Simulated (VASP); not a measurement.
Write the native input for VASP 6.6.1 that does the following.

| Quantity | Value |
| --- | --- |
| Task | single point |
| Functional | PBEsol |
| Potentials or basis | VASP PAW PBE potentials, release 64 (Sn_d, O) |
| Cutoff | 520 eV |
| k mesh | 4 × 4 × 4 |
| Occupations | gaussian, width 0.01 eV |
| Spin | no spin polarisation |
| Dipole correction | no |
| Further INCAR settings | ALGO = Normal; EDIFF = 1e-07; NBANDS = 20 |

The structure of SnO2 lies in POSCAR:

```
SnO2
1.0
    1.6170930800      0.9336291200      4.8005925800
   -1.6170930800      0.9336291200      4.8005925800
    0.0000000000     -1.8672582400      4.8005925800
Sn O
1 2
Direct
    0.5000000007      0.5000000007      0.5000000007
    0.2371700002      0.2371700002      0.2371700002
    0.7628300005      0.7628300005      0.7628300005
```

One way to write it, as run:

INCAR

```
PREC     = Accurate       # precision mode
ENCUT    = 520            # plane-wave cutoff, eV
EDIFF    = 1E-7           # SCF threshold, eV
ISMEAR   = 0              # smearing method
SIGMA    = 0.01           # smearing width, eV
LREAL    = F              # projectors in reciprocal space
LASPH    = T              # aspherical terms in the spheres
NELM     = 100            # most SCF steps
ALGO     = Normal         # electronic algorithm
ISIF     = 2              # what is computed and relaxed
LWAVE    = F              # write WAVECAR
LCHARG   = T              # write CHGCAR
GGA      = PS             # functional
LELF     = T              # ELF
LVHAR    = T            
NBANDS   = 20             # bands
```

KPOINTS

```
regular mesh
0
Gamma
  4 4 4
```

Potentials or basis: VASP PAW PBE potentials, release 64 (Sn_d, O).

The run is started by

```bash
$ cat potpaw_PBE.64/Sn_d/POTCAR potpaw_PBE.64/O/POTCAR > POTCAR
$ mpirun -np 1 vasp_std > vasp.out
```

Results of the run:

```json
{"Pressure": "-4.6 GPa", "Largest force": "0.354 eV/Å", "Band gap on the k mesh": "1.87 eV, indirect (least direct gap 1.96 eV)"}
```

Caveat: the k points lie up to 0.57 Å⁻¹ apart; the PAW data sets were made with another functional, which shifts forces and pressure a little; spin-orbit coupling is left out, which moves the levels of the heavy elements.

It took 31 s on 1 thread of AMD EPYC 9R45 (Zen 5), with other jobs on the host, peak memory 0.2 GiB.
